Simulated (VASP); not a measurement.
Runs of VASP 6.6.1 on Co. The structure is that of space group Pm-3m (No. 221), or close to it. The cells are those of the table. 

```csv
spin,cell,k mesh,smearing,gap on the mesh (eV),pressure (GPa),moment (μB)
"collinear, ferromagnetic start","a = 2.296 Å, 1 atom",14 × 14 × 14,fermi-dirac 0.05 eV,none,(a),1.76
"collinear, ferromagnetic start","a = 2.265 Å, 1 atom",15 × 15 × 15,fermi-dirac 0.05 eV,none,5.7,1.67
"collinear, ferromagnetic start","a = 2.326 Å, 1 atom",15 × 15 × 15,fermi-dirac 0.05 eV,none,-6.4,1.81
"collinear, ferromagnetic start","a = 2.296 Å, 1 atom",22 × 22 × 22,fermi-dirac 0.05 eV,none,-1.2,(c)
off,"a = 2.250 Å, 1 atom",14 × 14 × 14,fermi-dirac 0.1 eV,none,-1.0,-
off,"a = 2.336 Å, 1 atom",16 × 16 × 16,fermi-dirac 0.1 eV,none,-18.4,-
"collinear, ferromagnetic start","a = 2.355 Å, 1 atom",15 × 15 × 15,fermi-dirac 0.05 eV,none,(b),1.87
"collinear, ferromagnetic start","a = 2.233 Å, 1 atom",15 × 15 × 15,fermi-dirac 0.05 eV,none,(d),1.54
```

Alike in all rows: task single point; level PBEsol; potentials or basis VASP PAW PBE potentials, release 64 (Co); cutoff (eV) 520.

Q: Estimate the missing entries.

A: (a) -0.9; (b) -10.8; (c) 1.74; (d) 13.5.

Caveats: the PAW data sets were made with another functional, which shifts forces and pressure a little.

A gap of «none» marks levels without a gap at the run's occupations.
